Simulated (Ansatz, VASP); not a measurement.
# Pd: VASP beside Ansatz

```
CELL_PARAMETERS angstrom
0.00000 2.52383 2.52383
2.52383 0.00000 2.52383
2.52383 2.52383 0.00000
ATOMIC_POSITIONS crystal
Pd 0.00000 0.00000 0.00000
Pd 0.50000 0.50000 0.50000
```

Alike in both runs: task single point; functional revPBE; k mesh 12 × 12 × 12; occupations fermi-dirac, width 0.05 eV; collinear spin.

```csv
,VASP,Ansatz
version,VASP 6.6.1,Ansatz 0.2.0
potentials or method,"VASP PAW PBE potentials, release 64 (Pd), cutoff 520 eV","plane waves (420 eV) with PAW, scalar-relativistic"
valence electrons in the cell,20,36
```

Ansatz gave:

```
pressure (GPa)           : 20.0
net moment per atom (μB) : 0.00
```

Q: What did VASP give for the same quantities?

A: Pressure (GPa): 19.5; net moment per atom (μB): 0.00.

VASP's potentials were made for PBE, not for revPBE. The functional is the same, so the differences come from potentials, cutoffs and numerics. VASP's potentials hold 20 valence electrons a cell and Ansatz's 36, so a difference there can come from the potentials and not from the codes. Ansatz's warnings: seeded moment not kept.
